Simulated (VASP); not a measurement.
A run of VASP 6.6.1:

POSCAR

```
Au
1.0
   -1.6572690000      1.6572690000      1.6572690000
    1.6572690000     -1.6572690000      1.6572690000
    1.6572690000      1.6572690000     -1.6572690000
Au
1
Direct
    0.0000000000      0.0000000000      0.0000000000
```

File INCAR.step1:

```
PREC = Accurate
ENCUT = 520
EDIFF = 1E-5
ISMEAR = -1
SIGMA = 0.05
LREAL = F
LASPH = T
NELM = 80
ALGO = Normal
ISIF = 2
LWAVE = T
LCHARG = F
GGA = PE
NBANDS = 12
```

File INCAR.step2:

```
PREC = Accurate
ENCUT = 520
EDIFF = 1E-7
ISMEAR = -1
SIGMA = 0.05
LREAL = F
LASPH = T
NELM = 80
ALGO = Normal
ISIF = 2
LWAVE = F
LCHARG = F
GGA = PE
LHFCALC = T
AEXX = 0.25
HFSCREEN = 0.3
PRECFOCK = Normal
ISTART = 1
NBANDS = 12
```

The input KPOINTS:

```
regular mesh
0
Gamma
  6 6 6
```

Potentials or basis: VASP PAW PBE potentials, release 64 (Au).

Launch:

```console
$ cat potpaw_PBE.64/Au/POTCAR > POTCAR
$ cp INCAR.step1 INCAR
$ mpirun -np 1 vasp_std > vasp.out
$ cp INCAR.step2 INCAR
$ mpirun -np 1 vasp_std > vasp.out
```

Hardware: 1 thread of Intel(R) Xeon(R) Platinum 8488C (Sapphire Rapids), with other jobs on the host.

How long does it take, and how much memory?

Wall time 8.4 min on 1 thread of Intel(R) Xeon(R) Platinum 8488C (Sapphire Rapids), on a shared host, peak memory 0.25 GiB. Counts: k points 16.
